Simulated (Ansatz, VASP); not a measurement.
**Al: VASP beside Ansatz**

File INCAR:

```
ALGO     = Fast           # electronic algorithm
EDIFF    = 1E-7           # SCF threshold, eV
ENCUT    = 520            # plane-wave cutoff, eV
GGA      = PE             # functional
ISIF     = 2              # what is computed and relaxed
ISMEAR   = 0              # smearing method
LASPH    = True           # aspherical terms in the spheres
LCHARG   = False          # write CHGCAR
LREAL    = False          # projectors in reciprocal space
LWAVE    = False          # write WAVECAR
NBANDS   = 22             # bands
NELM     = 80             # most SCF steps
PREC     = Accurate       # precision mode
SIGMA    = 0.15           # smearing width, eV
```

The input KPOINTS:

```
k-points
0
Gamma
  10 10 10
```

File POSCAR:

```
Al
1.0
    3.2349246271     -3.2349246271     -3.2349246271
   -3.2349246271      3.2349246271     -3.2349246271
    3.2349246271      3.2349246271      3.2349246271
Al
8
Direct
    0.3540924274      0.3905693205     -0.2553382521
    0.5000000000      0.0000000000      0.0000000000
    0.0000000000      0.5000000000      0.0000000000
    0.0000000000      0.0000000000      0.0000000000
    0.5000000000      0.5000000000      0.5000000000
    0.5000000000      0.0000000000      0.5000000000
    0.0000000000      0.5000000000      0.5000000000
    0.0000000000      0.0000000000      0.5000000000
```

Input for Ansatz:

```yaml
crystal:
  lattice:
    - [3.2349246271, -3.2349246271, -3.2349246271]
    - [-3.2349246271, 3.2349246271, -3.2349246271]
    - [3.2349246271, 3.2349246271, 3.2349246271]
  atoms:
    - { symbol: Al, position: [0.3540924274, 0.3905693205, -0.2553382521] }
    - { symbol: Al, position: [0.5, 0.0, 0.0] }
    - { symbol: Al, position: [0.0, 0.5, 0.0] }
    - { symbol: Al, position: [0.0, 0.0, 0.0] }
    - { symbol: Al, position: [0.5, 0.5, 0.5] }
    - { symbol: Al, position: [0.5, 0.0, 0.5] }
    - { symbol: Al, position: [0.0, 0.5, 0.5] }
    - { symbol: Al, position: [0.0, 0.0, 0.5] }
basis:
  ecutwfc: 420
kpoints:
  mp_grid: { grid: [10, 10, 10] }
hamiltonian:
  xc: pbe
  pseudopotentials: { kind: paw, azcp: { folder: soft_1 } }
scf:
  occupations: { method: gaussian, width: 0.15 }
output:
  forces: true
  stress: true
  eigenvalues: true
```

Alike in both runs: task single point; functional PBE; k mesh 10 × 10 × 10; occupations gaussian, width 0.15 eV; no spin polarisation.

|  | VASP | Ansatz |
| --- | --- | --- |
| version | VASP 6.6.1 | Ansatz 0.2.0 |
| potentials or method | VASP PAW PBE potentials, release 64 (Al), cutoff 520 eV | scalar-relativistic, plane waves, PAW |
| valence electrons in the cell | 24 | 24 |

Ansatz gave:

```
gap on the k mesh at the Fermi level (eV)                     : none
pressure (GPa)                                                : 13.8
traceless stress, the component that is largest in VASP (GPa) : 12.19
rms of the force components (eV/Å)                            : 3.445
```

**Question.** Which values does VASP return?

**Answer.** gap on the k mesh at the Fermi level (eV): none; pressure (GPa): 13.8; traceless stress, the component that is largest in VASP (GPa): 12.20; rms of the force components (eV/Å): 3.449.

Atom by atom the forces differ by 0.005 eV/Å (rms over components). A gap of «none» marks a metal or a gap that the smearing closes. The functional is the same, so the differences come from potentials, cutoffs and numerics.
